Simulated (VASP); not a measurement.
Wanted: the native input for a VASP 6.6.1 run.

| Property | Result |
| --- | --- |
| Task | single point |
| Functional | PBE |
| Dispersion | D3(BJ) |
| Potentials or basis | VASP PAW PBE potentials, release 64 (S, W_sv) |
| Cutoff | 520 eV |
| k mesh | 3 × 3 × 1 |
| Occupations | gaussian, width 0.05 eV |
| Spin | no spin polarisation |
| Dipole correction | yes |
| Further INCAR settings | ALGO = Normal; EDIFF = 1e-06; NBANDS = 64 |

The structure of WS2 lies in POSCAR:

```
WS2
1.0
    6.3144062729      0.0000000000      0.0000000000
   -3.1572031364      5.4684362421      0.0000000000
    0.0000000000      0.0000000000     21.8901666258
S W
8 4
Direct
    0.6666666667      0.3333333333      0.3654609002
    0.6666666667      0.8333333333      0.3654609002
    0.1666666667      0.3333333333      0.3654609002
    0.1666666667      0.8333333333      0.3654609002
    0.6666729881      0.3333366325      0.5096371825
    0.6662025677      0.8331459030      0.5095654933
    0.1668649678      0.3338168861      0.5096160515
    0.1669734064      0.8329993969      0.5092469268
    0.3334102003      0.1671539850      0.4375304563
    0.3335266556      0.6662932749      0.4373814963
    0.8334890325      0.1666997522      0.4376030714
    0.8329115369      0.6665409305      0.4375154236
```

One way to write it, as run:

INCAR

```
SYSTEM = WS2
  PREC = Accurate
  ENCUT = 520
  EDIFF = 1E-6
  ISMEAR = 0
  SIGMA = 0.05
  LREAL = .False.
  LASPH = .True.
  NELM = 80
  ALGO = Normal
  ISIF = 2
  LWAVE = .False.
  LCHARG = .False.
  LDIPOL = .True.
  IDIPOL = 3
  DIPOL = 0.5 0.5 0.437
  GGA = PE
  IVDW = 12
  NBANDS = 64
```

KPOINTS

```
Automatic mesh
0
Gamma
  3 3 1
  0 0 0
```

Potentials or basis: VASP PAW PBE potentials, release 64 (S, W_sv).

Run with:

```sh
$ cat potpaw_PBE.64/S/POTCAR potpaw_PBE.64/W_sv/POTCAR > POTCAR
$ mpirun -np 1 vasp_std > vasp.out
```

Results of the run:

```yaml
Largest_force: 0.077 eV/Å
Band_gap_on_the_k_mesh: 1.93 eV
Dispersion_energy_per_atom: -0.311 eV
```

Caveat: spin-orbit coupling is left out, which moves the levels of the heavy elements.

It took 6.7 min on 1 thread of Intel(R) Xeon(R) 6975P-C (Granite Rapids), with other jobs on the host, peak memory 0.8 GiB.
